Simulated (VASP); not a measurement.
I: single point with PBEsol

I:

```
CELL_PARAMETERS angstrom
-2.08937 2.08937 2.08937
2.08937 -2.08937 2.08937
2.08937 2.08937 -2.08937
ATOMIC_POSITIONS crystal
I 0.00000 0.00000 0.00000
```

```yaml
Program: VASP 6.6.1
Task: single point
Functional: PBEsol
Potentials_or_basis: VASP PAW PBE potentials, release 64 (I)
Cutoff: 500 eV
k_mesh: 8 × 8 × 8
Occupations: fermi-dirac, width 0.1 eV
Spin: no spin polarisation
Dipole_correction: no
Further_INCAR_settings: ALGO = Normal; EDIFF = 1e-06; NBANDS = 10
```

```json
{
  "Pressure": "-2.4 GPa",
  "Band gap on the k mesh": "zero (an odd number of electrons rules out a gap without spin polarisation)"
}
```

Levels at points of the mesh, in eV from the Fermi level:
| k point | band 2 | band 3 | band 4 | band 5 | band 6 | band 7 |
| --- | --- | --- | --- | --- | --- | --- |
| (0.00, 0.00, 0.00) | 0.82 | 0.82 | 0.82 | 6.66 | 9.76 | 9.76 |
| (0.50, 0.00, 0.00) | -4.33 | -0.76 | 0.50 | 5.66 | 7.16 | 12.69 |
| (0.50, 0.50, 0.50) | -2.51 | -2.51 | -2.51 | 4.46 | 4.46 | 15.96 |

It took 11 s on 1 thread of Intel Xeon 8259CL, on a shared host, peak memory 0.16 GiB.

Caveat: the PAW data sets were made with another functional, which shifts forces and pressure a little; spin-orbit coupling is left out, which moves the levels of the heavy elements; an odd number of electrons without spin polarisation forces a metal; a magnetic or distorted state may lie lower.
